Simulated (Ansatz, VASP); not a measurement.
InP: VASP beside Ansatz

File POSCAR:

```
InP
1.0
    0.0000000000      2.9242497585      2.9242497585
    2.9242497585      0.0000000000      2.9242497585
    2.9242497585      2.9242497585      0.0000000000
In P
1 1
Direct
    0.0000000000      0.0000000000      0.0000000000
    0.2500000000      0.2500000000      0.2500000000
```

File INCAR.step1:

```
SYSTEM = InP
PREC = Accurate
ENCUT = 520
EDIFF = 1E-5
ISMEAR = 0
SIGMA = 0.01
LREAL = .False.
LASPH = .True.
NELM = 80
ALGO = Normal
ISIF = 2
LWAVE = .True.
NBANDS = 16
GGA = PE
```

File INCAR.step2:

```
SYSTEM = InP
PREC = Accurate
ENCUT = 520
EDIFF = 1E-6
ISMEAR = 0
SIGMA = 0.01
LREAL = .False.
LASPH = .True.
NELM = 80
ALGO = Normal
ISIF = 2
LWAVE = .False.
LCHARG = .True.
GGA = PE
LHFCALC = .True.
HFSCREEN = 0.2079
PRECFOCK = Normal
LELF = .True.
LVHAR = .True.
NBANDS = 16
ISTART = 1
```

File KPOINTS:

```
regular mesh
0
Gamma
  6 6 6
  0 0 0
```

Input for Ansatz:

```yaml
crystal:
  lattice:
    - [0.0, 2.9242497585, 2.9242497585]
    - [2.9242497585, 0.0, 2.9242497585]
    - [2.9242497585, 2.9242497585, 0.0]
  atoms:
    - { symbol: In, position: [0.0, 0.0, 0.0] }
    - { symbol: P, position: [0.25, 0.25, 0.25] }
kpoints:
  mp_grid: { grid: [6, 6, 6] }
  band_path:
    path:
      - [0.0, 0.0, 0.0]
      - [-0.5, -0.5, 0.0]
      - [-0.375, -0.375, 0.25]
      - [-0.375, 0.0, 0.375]
      - [0.0, 0.0, 0.5]
      - [-0.5, -0.25, 0.25]
    npoints: 1
hamiltonian:
  xc: hse06
scf:
  occupations: { method: fixed }
  n_extra_bands: 4
output:
  forces: true
  stress: true
  eigenvalues: true
```

Change from the starting cell: hydrostatic strain -1.0%.

Alike in both runs: task single point; functional HSE06; k mesh 6 × 6 × 6; no spin polarisation.

|  | VASP | Ansatz |
| --- | --- | --- |
| version | VASP 6.6.1 | Ansatz 0.2.0 |
| potentials or method | VASP PAW PBE potentials, release 64 (In_d, P) | plane waves, PAW |
| plane-wave cutoff (eV) | 520 | 420 |
| occupations | gaussian, width 0.01 eV | fixed |
| valence electrons in the cell | 18 | 18 |

Ansatz gave:

```
gap on the k mesh at the Fermi level (eV) : 1.54
pressure (GPa)                            : 2.0
```

Which values does VASP return?

gap on the k mesh at the Fermi level (eV): 1.54; pressure (GPa): 1.8.

Ansatz's warnings: stress exchange threshold loose, stress scf threshold loose.
